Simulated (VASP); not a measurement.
# Ta (Fm-3m) in VASP: notebook, part 2 of 2

VASP 6.6.1. Earlier steps stand in the parts before.

## Step 5: Relaxation of cell and atoms, PBE

This run uses another cell than the first one, of 18.32 Å³/atom, 0.972 times its volume.

The input, INCAR:

```
ALGO = Normal
EDIFF = 1E-7
EDIFFG = -0.005
ENCUT = 600
GGA = PE
IBRION = 2
ISIF = 3
ISMEAR = -1
LASPH = True
LCHARG = False
LREAL = False
LWAVE = False
NELM = 80
NSW = 60
PREC = Accurate
SIGMA = 0.1
```

The input, KPOINTS:

```
k-points
0
Gamma
  16 16 16
```

The input, POSCAR:

```
Ta
1.0
    0.0000000000      2.0923759827      2.0923759827
    2.0923759827      0.0000000000      2.0923759827
    2.0923759827      2.0923759827      0.0000000000
Ta
1
Direct
    0.0000000000      0.0000000000      0.0000000000
```

Potentials or basis: VASP PAW PBE potentials, release 64 (Ta_pv).

On the command line:

```
cat potpaw_PBE.64/Ta_pv/POTCAR > POTCAR
mpirun -np 1 vasp_std > vasp.out
```

OUTCAR:

```text
EDIFF = 1E-7
   EDIFFG = -0.005
   ENCUT = 600
   GGA = PE
   IBRION = 2
   ISIF = 3
   ISMEAR = -1
   LASPH = True
   LREAL = False
   NELM = 80
   NSW = 60
   PREC = Accurate

 ion  position               nearest neighbor table
   1  0.000  0.000  0.000-

  LATTYP: Found a face centered cubic cell.
 ALAT       =     4.1847519654

  Lattice vectors:

 A1 = (   0.0000000000,   2.0923759827,   2.0923759827)
 A2 = (   2.0923759827,   0.0000000000,   2.0923759827)
 A3 = (   2.0923759827,   2.0923759827,   0.0000000000)

Analysis of symmetry for initial positions (statically):
=====================================================================
 Subroutine PRICEL returns:
 Original cell was already a primitive cell.

 Routine SETGRP: Setting up the symmetry group for a
 face centered cubic supercell.

 Subroutine GETGRP returns: Found 48 space group operations
[... 9 lines left out ...]

 Routine SETGRP: Setting up the symmetry group for a
 face centered cubic supercell.

 Subroutine GETGRP returns: Found 48 space group operations
[... 11 lines left out ...]
                                     Primitive cell

  volume of cell :      18.3210

  direct lattice vectors                    reciprocal lattice vectors
     0.000000000  2.092375983  2.092375983    -0.238962789  0.238962789  0.238962789
     2.092375983  0.000000000  2.092375983     0.238962789 -0.238962789  0.238962789
     2.092375983  2.092375983  0.000000000     0.238962789  0.238962789 -0.238962789

  length of vectors
     2.959066492  2.959066492  2.959066492     0.413895691  0.413895691  0.413895691

  position of ions in fractional coordinates (direct lattice)
     0.000000000  0.000000000  0.000000000

  ion indices of the primitive-cell ions
   primitive index   ion index
                 1           1

----------------------------------------------------------------------------------------

 KPOINTS: k-points

Automatic generation of k-mesh.
 Grid dimensions read from file:
 generate k-points for:   16   16   16

 Generating k-lattice:

  Cartesian coordinates                     Fractional coordinates (reciprocal lattice)
    -0.014935174  0.014935174  0.014935174     0.062500000  0.000000000  0.000000000
     0.014935174 -0.014935174  0.014935174     0.000000000  0.062500000  0.000000000
     0.014935174  0.014935174 -0.014935174     0.000000000  0.000000000  0.062500000

  Length of vectors
     0.025868481  0.025868481  0.025868481

  Shift w.r.t. Gamma in fractional coordinates (k-lattice)
     0.000000000  0.000000000  0.000000000

 Subroutine IBZKPT returns following result:
 ===========================================

 Found    145 irreducible k-points:

 Following reciprocal coordinates:
            Coordinates               Weight
  0.000000  0.000000  0.000000      1.000000
  0.062500  0.000000  0.000000      8.000000
  0.125000  0.000000  0.000000      8.000000
  0.187500  0.000000  0.000000      8.000000
  0.250000  0.000000  0.000000      8.000000
  0.312500  0.000000  0.000000      8.000000
[... 16 lines left out ...]
 -0.125000  0.062500  0.000000     24.000000
 -0.062500  0.062500  0.000000     12.000000
 [... further k-points ...]
   k-points           NKPTS =    145   k-points in BZ     NKDIM =    145   number of bands    NBANDS=      9
   number of dos      NEDOS =    301   number of ions     NIONS =      1
   total plane-waves  NPLWV =  13824
   dimension x,y,z NGX =    24 NGY =   24 NGZ =   24
   dimension x,y,z NGXF=    48 NGYF=   48 NGZF=   48
   ions per type =               1
   NGX,Y,Z   is equivalent  to a cutoff of  13.48, 13.48, 13.48 a.u.
   NGXF,Y,Z  is equivalent  to a cutoff of  26.97, 26.97, 26.97 a.u.
 SYSTEM =  unknown system
   PREC   = accura    normal or accurate (medium, high low for compatibility)
   ISTART =      0    job   : 0-new  1-cont  2-samecut
   ICHARG =      2    charge: 1-file 2-atom 10-const
   ISPIN  =      1    spin polarized calculation?
   LNONCOLLINEAR =      F non collinear calculations
   LSORBIT =      F    spin-orbit coupling
   LASPH  =      T    aspherical Exc in radial PAW
   ENCUT  =  600.0 eV  44.10 Ry    6.64 a.u.   5.91  5.91  5.91*2*pi/ulx,y,z
   NELM   =     80;   NELMIN=  2; NELMDL= -5     # of ELM steps
   EDIFF  = 0.1E-06   stopping-criterion for ELM
   LREAL  =      F    real-space projection
   EDIFFG = -.5E-02   stopping-criterion for IOM
   NSW    =     60    number of steps for IOM
   IBRION =      2    ionic relax: 0-MD 1-quasi-New 2-CG
   NFREE  =      1    steps in history (QN), initial steepest desc. (CG)
   ISIF   =      3    stress and relaxation
   ISYM   =      2    0-nonsym 1-usesym 2-fastsym
   POTIM  = 0.5000    time-step for ionic-motion
   TEBEG  =    0.0;   TEEND  =   0.0 temperature during run
   PSTRESS=    0.0 pullay stress
   NELECT =      11.0000    total number of electrons
   NUPDOWN=      -1.0000    fix difference up-down
   EMIN   =  10.00;   EMAX   =-10.00  energy-range for DOS
   EFERMI =   0.00;   METHOD = LEGACY
   ISMEAR =    -1;   SIGMA  =   0.10  broadening in eV -4-tet -1-fermi 0-gaus
   EFERMI_NEDOS =   21; number of points for ismear=-14 and -15
   IALGO  =     38    algorithm
   IMIX   =      4    mixing-type and parameters
     AMIX     =   0.40;   BMIX     =  1.00
     AMIX_MAG =   1.60;   BMIX_MAG =  1.00
  volume/ion in A,a.u.               =      18.32       123.64
  Fermi-wavevector in a.u.,A,eV,Ry     =   1.381092  2.609886 25.951965  1.907416
  Thomas-Fermi vector in A             =   2.505909
   LORBIT       =      0    0 simple, 1 ext, 2 COOP (PROOUT), +10 PAW based schemes
   GGA     = PE    functional components
   LHFCALC =     F    Hartree Fock is set to
   AEXX    =    0.0000 exact exchange contribution
   IVDW    =     0    specifies the selected vdW correction
   LEPSILON=     F    determine dielectric tensor
   LRPA    =     F    only Hartree local field effects (RPA)
 conjugate gradient relaxation of ions
 non-spin polarized calculation
  energy-cutoff  :      600.00
  volume of cell :       18.32
 maximum number of plane-waves:       622
   NGX = 11   NGY = 11   NGZ = 11

--------------------------------------- Ionic step        1  -------------------------------------------

 number of electron      11.0000001 magnetization

 Free energy of the ion-electron system (eV)
  ---------------------------------------------------
  ext. energy  EPLUGINS =         0.00000000
  ---------------------------------------------------
  free energy    TOTEN  =       -11.58541776 eV

  energy without entropy =      -11.54532035  energy(sigma->0) =      -11.56536906

------------------------ aborting loop because EDIFF is reached ----------------------------------------

  FORCE on cell =-STRESS in cart. coord.  units (eV):
  Direction    XX          YY          ZZ          XY          YZ          ZX
  --------------------------------------------------------------------------------------
  -------------------------------------------------------------------------------------
  Total        0.6619485      0.6619485      0.6619485     -0.0000000      0.0000000     -0.0000000
  in kB       57.8876077     57.8876077     57.8876077     -0.0000000      0.0000000     -0.0000000
  external PRESSURE =      57.8876077 kB  Pullay stress =       0.0000000 kB
[... 90 lines left out ...]
  energy  without entropy=      -11.5540893567  energy(sigma->0) =      -11.57442695

--------------------------------------- Ionic step        4  -------------------------------------------

 number of electron      11.0000001 magnetization

 Free energy of the ion-electron system (eV)
  ---------------------------------------------------
  ext. energy  EPLUGINS =         0.00000000
  ---------------------------------------------------
  free energy    TOTEN  =       -11.59476946 eV

  energy without entropy =      -11.55410707  energy(sigma->0) =      -11.57443827

 E-fermi :   5.4946     XC(G=0): -12.3899

 val. band max:        5.4849588873   @ k =   0.4375   0.3125   0.0625
 cond. band min:       5.5066969661   @ k =   0.3750   0.1875   0.0625
 fundamental gap:      0.0217380787
 Fermi energy:         5.4946000433

 k-point     1 :       0.0000    0.0000    0.0000
  band No.  band energies     occupation
      1     -28.1515      2.00000
      2     -28.1515      2.00000
      3     -28.1515      2.00000
      4      -2.6197      2.00000
      5       5.9395      0.02311
      6       5.9395      0.02311
      7       5.9395      0.02311
      8       8.9203      0.00000
      9       8.9203      0.00000
[... 265 lines left out ...]
 k-point    24 :      -0.0625    0.0625    0.0000
  band No.  band energies     occupation
      1     -28.2494      2.00000
      2     -28.1800      2.00000
      3     -28.1583      2.00000
      4      -2.2089      2.00000
      5       5.5815      0.59082
      6       6.1235      0.00371
      7       6.1538      0.00274
      8       8.5700      0.00000
      9       8.9182      0.00000

 [... further k-points ...]
[... 5 lines left out ...]
  --------------------------------------------------------------------------------------
  -------------------------------------------------------------------------------------
  Total       -0.0003710     -0.0003710     -0.0003710     -0.0000000      0.0000000     -0.0000000
  in kB       -0.0315272     -0.0315272     -0.0315272     -0.0000000      0.0000000     -0.0000000
  external PRESSURE =      -0.0315272 kB  Pullay stress =       0.0000000 kB
[... 16 lines left out ...]
  FREE ENERGIE OF THE ION-ELECTRON SYSTEM (eV)
  ---------------------------------------------------
  free  energy   TOTEN  =       -11.5947694613 eV

  energy  without entropy=      -11.5541070725  energy(sigma->0) =      -11.57443827

 reached required accuracy - stopping structural energy minimisation
```

OSZICAR:

```text
N       E                     dE             d eps       ncg     rms          rms(c)
DAV:   1     0.510064459073E+02    0.51006E+02   -0.70429E+03  2610   0.129E+03
DAV:   2    -0.112787126643E+02   -0.62285E+02   -0.61508E+02  3402   0.259E+02
DAV:   3    -0.120659342490E+02   -0.78722E+00   -0.77302E+00  3047   0.284E+01
DAV:   4    -0.120711675301E+02   -0.52333E-02   -0.52202E-02  3053   0.200E+00
[... 29 lines left out ...]
DAV:   1    -0.115947923361E+02   -0.27858E-04   -0.77125E-04  2639   0.405E-01    0.411E-02
DAV:   2    -0.115947728847E+02    0.19451E-04   -0.27620E-05  2652   0.655E-02    0.139E-02
DAV:   3    -0.115947689417E+02    0.39430E-05   -0.14508E-05  2782   0.453E-02    0.560E-03
DAV:   4    -0.115947694326E+02   -0.49090E-06   -0.15963E-07  2589   0.465E-03    0.569E-04
DAV:   5    -0.115947694613E+02   -0.28727E-07   -0.18756E-08  1319   0.167E-03
   4 F= -.11594769E+02 E0= -.11574438E+02  d E =-.935170E-02
```

It took 30 s on 1 thread of AMD EPYC 9R45 (Zen 5), shared host; peak memory 0.14 GiB.

What came out:

```yaml
Free_energy: -11.5948 eV
Relaxed_volume: 18.85 Å³/atom
Relaxed_cell: a = 2.987 Å, b = 2.987 Å, c = 2.987 Å, α = 60.00°, β = 60.00°, γ = 60.00°
Space_group_after_relaxing_to_0.05_Å: Fm-3m (No. 225)
Energy_gained_by_relaxing: 9.4 meV/atom
Ionic_steps: 4
Pressure_after_relaxing: 0.0 GPa
```

Step by step:
```tsv
step	energy change (eV)	largest force (eV/Å)	pressure (GPa)	volume (Å³)
1	0.0000	0.0000	5.79	18.32
2	0.0377	0.0000	-11.15	20.13
3	-0.0093	0.0000	-0.12	18.86
4	-0.0094	0.0000	0.00	18.85
```

Final structure:
```cif
data_structure
_symmetry_space_group_name_H-M 'P 1'
_symmetry_Int_Tables_number 1
_cell_length_a 2.9874
_cell_length_b 2.9874
_cell_length_c 2.9874
_cell_angle_alpha 60.000
_cell_angle_beta 60.000
_cell_angle_gamma 60.000
_cell_volume 18.85
loop_
_atom_site_label
_atom_site_type_symbol
_atom_site_fract_x
_atom_site_fract_y
_atom_site_fract_z
_atom_site_occupancy
Ta1 Ta 0.00000 0.00000 0.00000 1
```

Caveat: spin-orbit coupling is left out, which moves the levels of the heavy elements.

## Step 6: The runs side by side

| task | cell | cutoff (eV) | smearing | gap on the mesh (eV) | pressure (GPa) |
| --- | --- | --- | --- | --- | --- |
| single point | a = 2.987 Å, angles 60.0°, 1 atom | 520 | fermi-dirac 0.1 eV | none | 0.0 |
| single point | a = 2.987 Å, angles 60.0°, 1 atom | 520 | gaussian 0.05 eV | none | -0.1 |
| relaxation of cell and atoms | relaxed from a = 2.959 Å, angles 60.0°, 1 atom | 600 | fermi-dirac 0.1 eV | none | 0.0 |

Alike in all rows: level PBE; potentials or basis VASP PAW PBE potentials, release 64 (Ta_pv); no spin polarisation; k mesh 16 × 16 × 16.

Caveats: spin-orbit coupling is left out, which moves the levels of the heavy elements.

Total energies depend on the potentials used, so only differences within one code and one set of settings carry meaning.
